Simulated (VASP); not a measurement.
Set up this calculation in VASP 6.6.1, as the native input.

```yaml
Task: electric field gradients
Functional: PBE
Potentials_or_basis: VASP PAW PBE potentials, release 64 (In_d)
Cutoff: 520 eV
k_mesh: 14 × 14 × 14
Occupations: fermi-dirac, width 0.05 eV
Spin: no spin polarisation
Dipole_correction: no
Further_INCAR_settings: ALGO = Normal; EDIFF = 1e-08; NBANDS = 26
```

The structure of In lies in POSCAR:

```
In
1.0
    1.6916082417      0.9766504737      8.3154685732
   -1.6916082417      0.9766504737      8.3154685732
    0.0000000000     -1.9533009474      8.3154685732
In
3
Direct
    0.0000000000      0.0000000000      0.0000000000
    0.7780122400      0.7780122400      0.7780122400
    0.2219877600      0.2219877600      0.2219877600
```

One way to write it, as run:

INCAR

```
SYSTEM = In
PREC = Accurate ; ENCUT = 520
EDIFF = 1E-8 ; ISMEAR = -1
SIGMA = 0.05 ; LREAL = .False.
LASPH = .True. ; NELM = 60
ALGO = Normal ; ISIF = 2
LWAVE = .False. ; LCHARG = .False.
GGA = PE ; LEFG = .True.
NBANDS = 26
```

KPOINTS

```
regular mesh
0
Gamma
  14 14 14
  0 0 0
```

Potentials or basis: VASP PAW PBE potentials, release 64 (In_d).

The run is started by

```sh
$ cat potpaw_PBE.64/In_d/POTCAR > POTCAR
$ mpirun -np 1 vasp_std > vasp.out
```

It gave:

```yaml
Pressure: 0.1 GPa
Largest_force: 0.005 eV/Å
Band_gap_on_the_k_mesh: zero (an odd number of electrons rules out a gap without spin polarisation)
Largest_electric_field_gradient_by_atom: In +2.5, -4.4 (each value once) V/Å²
```

Caveat: without QUAD_EFG the Cq values of the log hold for a quadrupole moment of 1 mb, not for the nuclei; spin-orbit coupling is left out, which moves the levels of the heavy elements.

Wall time 57 min on 1 thread of Oxide Virtual Turin-like Processor (shared host), peak memory 0.79 GiB.
